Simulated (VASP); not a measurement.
ZnCu2SnSe4, 8 atoms in the cell. The structure is tetragonal, space group I-42m (No. 121). Conventional cell: a = 5.688 Å, b = 5.688 Å, c = 11.338 Å, α = 90.00°, β = 90.00°, γ = 90.00°. Sn (site symmetry -42m) has 4 Se at 2.54 Å within 3.4 Å. Within 3.2 Å of Se (site symmetry m) lie 1 Zn at 2.43 Å and 2 Cu at 2.44 Å and 1 Sn at 2.54 Å. Zn (site symmetry -42m) has 4 Se at 2.43 Å within 3.2 Å. Cu (site symmetry -4) has 4 Se at 2.44 Å within 3.2 Å. 

```yaml
Program: VASP 6.6.1
Task: single point
Functional: PBEsol
Dispersion: D3(BJ)
Potentials_or_basis: VASP PAW PBE potentials, release 64 (Sn_d, Se, Zn, Cu)
Cutoff: 520 eV
k_mesh: 7 × 7 × 7
Occupations: fermi-dirac, width 0.05 eV
Spin: no spin polarisation
Dipole_correction: no
Further_INCAR_settings: ALGO = Normal; EDIFF = 1e-06; NBANDS = 46
```

Potentials or basis: VASP PAW PBE potentials, release 64 (Sn_d, Se, Zn, Cu).

Command:

```console
$ cat potpaw_PBE.64/Sn_d/POTCAR potpaw_PBE.64/Se/POTCAR potpaw_PBE.64/Zn/POTCAR potpaw_PBE.64/Cu/POTCAR > POTCAR
$ mpirun -np 1 vasp_std > vasp.out
```

Hardware: 1 thread of Intel Xeon 8259CL, with other jobs on the host.

**Question.** Estimate the wall time of this run.

**Answer.** Run time: 22 min on 1 thread of Intel Xeon 8259CL, on a shared host, peak memory 0.62 GiB. Counts: scf iterations 15, k points 40.
